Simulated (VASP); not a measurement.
# W (a cell with a defect) in VASP: further runs

W (a cell with a defect) is run at these levels: PBEsol; tasks: single point, relaxation of the atoms.

Program: VASP 6.6.1. These are calculated values, not measurements. Logs are shortened: lines on timing, memory, paths and dates and some standing lists are left out, and cuts for length are marked.

## (1) The cell of the first run

The cell holds a defect, 15 atoms: a = 6.320 Å, b = 6.320 Å, c = 6.320 Å, α = 90.00°, β = 90.00°, γ = 90.00°.

## (2) Single point, PBEsol

Input file INCAR:

```
SYSTEM = W
PREC = Accurate
ENCUT = 520
EDIFF = 1E-7
ISMEAR = -1
SIGMA = 0.15
LREAL = Auto
LASPH = .True.
NELM = 100
ALGO = Normal
ISIF = 2
LWAVE = .False.
LCHARG = .False.
GGA = PS
NBANDS = 118
```

Input file KPOINTS:

```
regular mesh
0
Gamma
  3 3 3
  0 0 0
```

Input file POSCAR:

```
W
1.0
    6.3200000000      0.0000000000      0.0000000000
    0.0000000000      6.3200000000      0.0000000000
    0.0000000000      0.0000000000      6.3200000000
W
15
Direct
   -0.0032729430      0.0030681962      0.0009473101
    0.5008473101      0.0030612342      0.0009754747
   -0.0032344937      0.4989481013      0.0009474684
   -0.0032227848      0.0030450949      0.5050856013
    0.2488112342      0.2510075949      0.2530117089
    0.5008781646      0.4989186709      0.0009875000
    0.5008889241      0.0030875000      0.5051007911
    0.7488181962      0.2509909810      0.2530452532
   -0.0032447785      0.4989359177      0.5050610759
    0.2488080696      0.7509924051      0.2530164557
    0.2488063291      0.2509957278      0.7530039557
    0.5008463608      0.4989857595      0.5050715190
    0.7488053797      0.7509996835      0.2530226266
    0.2488186709      0.7509939873      0.7530148734
    0.7488121835      0.7510367089      0.7530284810
```

Potentials or basis: VASP PAW PBE potentials, release 64 (W_sv).

The run is started by

```console
$ cat potpaw_PBE.64/W_sv/POTCAR > POTCAR
$ mpirun -np 1 vasp_std > vasp.out
```

OUTCAR:

```text
SYSTEM = W
   PREC = Accurate
   ENCUT = 520
   EDIFF = 1E-7
   ISMEAR = -1
   LREAL = Auto
   LASPH = .True.
   NELM = 100
   ISIF = 2
   GGA = PS

 ion  position               nearest neighbor table
   1  0.997  0.003  0.001-  15 2.73   8 2.73  11 2.73  13 2.74   5 2.74  14 2.74  10 2.76   4 3.13
                             2 3.13   3 3.13   3 3.19   2 3.19   4 3.19
   2  0.501  0.003  0.001-  15 2.73  11 2.73   8 2.73   5 2.74  14 2.74  13 2.74  10 2.76   6 3.13
                             7 3.13   1 3.13   1 3.19   7 3.19   6 3.19
   3  0.997  0.499  0.001-  11 2.73  15 2.73   8 2.73  14 2.74   5 2.74  13 2.74  10 2.76   1 3.13
                             9 3.13   6 3.13   6 3.19   9 3.19   1 3.19
   4  0.997  0.003  0.505-  11 2.73  15 2.73   8 2.73  14 2.74   5 2.74  13 2.74  10 2.76   1 3.13
                             7 3.13   9 3.13   9 3.19   7 3.19   1 3.19
   5  0.249  0.251  0.253-   6 2.74   2 2.74   9 2.74   3 2.74   4 2.74  12 2.74   7 2.74   1 2.74
                            10 3.16  11 3.16   8 3.16   8 3.16  11 3.16  10 3.16
   6  0.501  0.499  0.001-   8 2.73  11 2.73  15 2.73   5 2.74  13 2.74  14 2.74  10 2.76   2 3.13
                             3 3.13  12 3.13  12 3.19   3 3.19   2 3.19
   7  0.501  0.003  0.505-   8 2.73  11 2.73  15 2.73  14 2.74  13 2.74   5 2.74  10 2.76   2 3.13
                             4 3.13  12 3.13  12 3.19   4 3.19   2 3.19
   8  0.749  0.251  0.253-   7 2.73   9 2.73   6 2.73   1 2.73   4 2.73   2 2.73  12 2.73   3 2.73
                            13 3.16   5 3.16   5 3.16  13 3.16
   9  0.997  0.499  0.505-   8 2.73  11 2.73  15 2.73   5 2.74  13 2.74  14 2.74  10 2.76   3 3.13
                             4 3.13  12 3.13  12 3.19   4 3.19   3 3.19
  10  0.249  0.751  0.253-  12 2.76   2 2.76   4 2.76   9 2.76   3 2.76   6 2.76   1 2.76   7 2.76
                             5 3.16  13 3.16  14 3.16  14 3.16  13 3.16   5 3.16
  11  0.249  0.251  0.753-   7 2.73   4 2.73   9 2.73   3 2.73   2 2.73   1 2.73  12 2.73   6 2.73
                             5 3.16  14 3.16  14 3.16   5 3.16
  12  0.501  0.499  0.505-  11 2.73  15 2.73   8 2.73  14 2.74  13 2.74   5 2.74  10 2.76   7 3.13
                             9 3.13   6 3.13   6 3.19   9 3.19   7 3.19
  13  0.749  0.751  0.253-  12 2.74   6 2.74   9 2.74   1 2.74   2 2.74   4 2.74   7 2.74   3 2.74
                             8 3.16  15 3.16  10 3.16  10 3.16  15 3.16   8 3.16
  14  0.249  0.751  0.753-  12 2.74   4 2.74   3 2.74   2 2.74   9 2.74   7 2.74   1 2.74   6 2.74
                            15 3.16  11 3.16  10 3.16  10 3.16  11 3.16  15 3.16
  15  0.749  0.751  0.753-   1 2.73   7 2.73   4 2.73   2 2.73   3 2.73  12 2.73   9 2.73   6 2.73
                            14 3.16  13 3.16  13 3.16  14 3.16

  LATTYP: Found a simple cubic cell.
 ALAT       =     6.3200000000

  Lattice vectors:

 A1 = (   6.3200000000,   0.0000000000,   0.0000000000)
 A2 = (   0.0000000000,   6.3200000000,   0.0000000000)
 A3 = (   0.0000000000,   0.0000000000,   6.3200000000)

Analysis of symmetry for initial positions (statically):
=====================================================================
 Subroutine PRICEL returns:
 Original cell was already a primitive cell.

 Routine SETGRP: Setting up the symmetry group for a
 simple cubic supercell.

 Subroutine GETGRP returns: Found  1 space group operations
 (whereof  1 operations were pure point group operations)
 out of a pool of 48 trial point group operations.

The static configuration has the point symmetry C_1 .

Analysis of symmetry for dynamics (positions and initial velocities):
=====================================================================
 Subroutine PRICEL returns:
 Original cell was already a primitive cell.

 Routine SETGRP: Setting up the symmetry group for a
 simple cubic supercell.

 Subroutine GETGRP returns: Found  1 space group operations
 (whereof  1 operations were pure point group operations)
 out of a pool of 48 trial point group operations.

The dynamic configuration has the point symmetry C_1 .

 Subroutine INISYM returns: Found  1 space group operations
 (whereof  1 operations are pure point group operations),
 and found     1 'primitive' translations

----------------------------------------------------------------------------------------

                                     Primitive cell

  volume of cell :     252.4360

  direct lattice vectors                    reciprocal lattice vectors
     6.320000000  0.000000000  0.000000000     0.158227848  0.000000000  0.000000000
     0.000000000  6.320000000  0.000000000     0.000000000  0.158227848  0.000000000
     0.000000000  0.000000000  6.320000000     0.000000000  0.000000000  0.158227848
[... 69 lines left out ...]
  0.000000  0.333333  0.000000      2.000000
  0.000000  0.000000  0.333333      2.000000
  0.333333  0.333333  0.000000      2.000000
  0.000000  0.333333  0.333333      2.000000
  0.333333  0.000000  0.333333      2.000000
 -0.333333  0.333333  0.000000      2.000000
 -0.333333  0.000000  0.333333      2.000000
  0.000000 -0.333333  0.333333      2.000000
  0.333333  0.333333  0.333333      2.000000
 -0.333333  0.333333  0.333333      2.000000
 -0.333333 -0.333333  0.333333      2.000000
  0.333333 -0.333333  0.333333      2.000000
   k-points           NKPTS =     14   k-points in BZ     NKDIM =     14   number of bands    NBANDS=    118
   number of dos      NEDOS =    301   number of ions     NIONS =     15
   total plane-waves  NPLWV = 110592
   dimension x,y,z NGX =    48 NGY =   48 NGZ =   48
   dimension x,y,z NGXF=    96 NGYF=   96 NGZF=   96
   ions per type =              15
   NGX,Y,Z   is equivalent  to a cutoff of  12.63, 12.63, 12.63 a.u.
   NGXF,Y,Z  is equivalent  to a cutoff of  25.25, 25.25, 25.25 a.u.
 SYSTEM =  W
   PREC   = accura    normal or accurate (medium, high low for compatibility)
   ISTART =      0    job   : 0-new  1-cont  2-samecut
   ICHARG =      2    charge: 1-file 2-atom 10-const
   ISPIN  =      1    spin polarized calculation?
   LNONCOLLINEAR =      F non collinear calculations
   LSORBIT =      F    spin-orbit coupling
   LASPH  =      T    aspherical Exc in radial PAW
   ENCUT  =  520.0 eV  38.22 Ry    6.18 a.u.  11.75 11.75 11.75*2*pi/ulx,y,z
   NELM   =    100;   NELMIN=  2; NELMDL= -5     # of ELM steps
   EDIFF  = 0.1E-06   stopping-criterion for ELM
   LREAL  =      T    real-space projection
   EDIFFG = 0.1E-05   stopping-criterion for IOM
   NSW    =      0    number of steps for IOM
   IBRION =     -1    ionic relax: 0-MD 1-quasi-New 2-CG
   NFREE  =      0    steps in history (QN), initial steepest desc. (CG)
   ISIF   =      2    stress and relaxation
   ISYM   =      2    0-nonsym 1-usesym 2-fastsym
   POTIM  = 0.5000    time-step for ionic-motion
   TEBEG  =    0.0;   TEEND  =   0.0 temperature during run
   PSTRESS=    0.0 pullay stress
   NELECT =     210.0000    total number of electrons
   NUPDOWN=      -1.0000    fix difference up-down
   EMIN   =  10.00;   EMAX   =-10.00  energy-range for DOS
   EFERMI =   0.00;   METHOD = LEGACY
   ISMEAR =    -1;   SIGMA  =   0.15  broadening in eV -4-tet -1-fermi 0-gaus
   EFERMI_NEDOS =   21; number of points for ismear=-14 and -15
   IALGO  =     38    algorithm
   IMIX   =      4    mixing-type and parameters
     AMIX     =   0.40;   BMIX     =  1.00
     AMIX_MAG =   1.60;   BMIX_MAG =  1.00
  volume/ion in A,a.u.               =      16.83       113.57
  Fermi-wavevector in a.u.,A,eV,Ry     =   1.539681  2.909576 32.254225  2.370619
  Thomas-Fermi vector in A             =   2.645875
   LORBIT       =      0    0 simple, 1 ext, 2 COOP (PROOUT), +10 PAW based schemes
   GGA     = PS    functional components
   LHFCALC =     F    Hartree Fock is set to
   AEXX    =    0.0000 exact exchange contribution
   IVDW    =     0    specifies the selected vdW correction
   LEPSILON=     F    determine dielectric tensor
   LRPA    =     F    only Hartree local field effects (RPA)
 non-spin polarized calculation
  energy-cutoff  :      520.00
  volume of cell :      252.44
 maximum number of plane-waves:      6859
   NGX = 23   NGY = 23   NGZ = 23

 number of electron     209.9999998 magnetization

 Free energy of the ion-electron system (eV)
  ---------------------------------------------------
  ext. energy  EPLUGINS =         0.00000000
  ---------------------------------------------------
  free energy    TOTEN  =      -203.64018545 eV

  energy without entropy =     -202.91416044  energy(sigma->0) =     -203.27717294

 E-fermi :  10.0880     XC(G=0): -13.3432

 val. band max:       10.0737932040   @ k =   0.0000   0.3333   0.0000
 cond. band min:      10.1844460594   @ k =   0.3333   0.3333   0.3333
 fundamental gap:      0.1106528554
 Fermi energy:        10.0879841992

 k-point     1 :       0.0000    0.0000    0.0000
  band No.  band energies     occupation
      1     -63.7824      2.00000
      2     -63.6972      2.00000
      3     -63.6972      2.00000
      4     -63.6971      2.00000
      5     -63.6880      2.00000
      6     -63.6880      2.00000
[... 1669 lines left out ...]
    116      12.4391      0.00000
    117      12.4578      0.00000
 [bands above 117 left out]

------------------------ aborting loop because EDIFF is reached ----------------------------------------

  FORCE on cell =-STRESS in cart. coord.  units (eV):
  Direction    XX          YY          ZZ          XY          YZ          ZX
  --------------------------------------------------------------------------------------
  -------------------------------------------------------------------------------------
  Total      -12.1785768    -12.1752602    -12.1830713     -0.0011846      0.0010747      0.0001271
  in kB      -77.2957980    -77.2747485    -77.3243242     -0.0075182      0.0068207      0.0008065
  external PRESSURE =     -77.2982902 kB  Pullay stress =       0.0000000 kB

 VOLUME and BASIS-vectors are now :
 -----------------------------------------------------------------------------
  energy-cutoff  :      520.00
  volume of cell :      252.44
      direct lattice vectors                 reciprocal lattice vectors
     6.320000000  0.000000000  0.000000000     0.158227848  0.000000000  0.000000000
     0.000000000  6.320000000  0.000000000     0.000000000  0.158227848  0.000000000
     0.000000000  0.000000000  6.320000000     0.000000000  0.000000000  0.158227848

 POSITION                                       TOTAL-FORCE (eV/Angst)
 -----------------------------------------------------------------------------------
      6.29932      0.01939      0.00599        -0.004918      0.006216     -0.005935
      3.16535      0.01935      0.00617         0.008606      0.006638     -0.006349
      6.29956      3.15335      0.00599        -0.008515     -0.008175     -0.005985
      6.29963      0.01924      3.19214        -0.009378      0.008750      0.006456
      1.57249      1.58637      1.59903        -0.000276     -0.001048      0.000312
      3.16555      3.15317      0.00624         0.006802     -0.004179     -0.010146
      3.16562      0.01951      3.19224         0.006058      0.006254      0.005990
      4.73253      1.58626      1.59925        -0.000629      0.001271     -0.001702
      6.29949      3.15327      3.19199        -0.008137     -0.005509      0.009376
      1.57247      4.74627      1.59906        -0.000165      0.001638     -0.000647
      1.57246      1.58629      4.75899         0.000358      0.000959      0.001349
      3.16535      3.15359      3.19205         0.010572     -0.010609      0.007244
      4.73245      4.74632      1.59910         0.000415      0.000245     -0.000110
      1.57253      4.74628      4.75905        -0.000555      0.000534      0.000839
      4.73249      4.74655      4.75914        -0.000239     -0.002986     -0.000692
 -----------------------------------------------------------------------------------
    total drift:                                0.000839     -0.002479     -0.005146

  FREE ENERGIE OF THE ION-ELECTRON SYSTEM (eV)
  ---------------------------------------------------
  free  energy   TOTEN  =      -203.6401854490 eV

  energy  without entropy=     -202.9141604380  energy(sigma->0) =     -203.27717294
```

Wall time 12 min (1 thread of Intel Xeon Platinum 8488C (Sapphire Rapids), shared host); peak memory 0.46 GiB.

Results:

```
Free energy            : -203.6402 eV
Pressure               : -7.7 GPa
Largest force          : 0.017 eV/Å
Band gap on the k mesh : zero (bands 105 and 106 overlap by 0.01 eV)
```

Forces in eV/Å, atoms in the order of the input:
```
W   -0.005  0.006 -0.006
W    0.009  0.007 -0.006
W   -0.009 -0.008 -0.006
W   -0.009  0.009  0.006
W    0.000 -0.001  0.000
W    0.007 -0.004 -0.010
W    0.006  0.006  0.006
W   -0.001  0.001 -0.002
W   -0.008 -0.006  0.009
W    0.000  0.002 -0.001
W    0.000  0.001  0.001
W    0.011 -0.011  0.007
W    0.000  0.000  0.000
W   -0.001  0.001  0.001
W    0.000 -0.003 -0.001
```

Caveat: the PAW data sets were made with another functional, which shifts forces and pressure a little; spin-orbit coupling is left out, which moves the levels of the heavy elements.

(Part 1 of 2 ends here.)
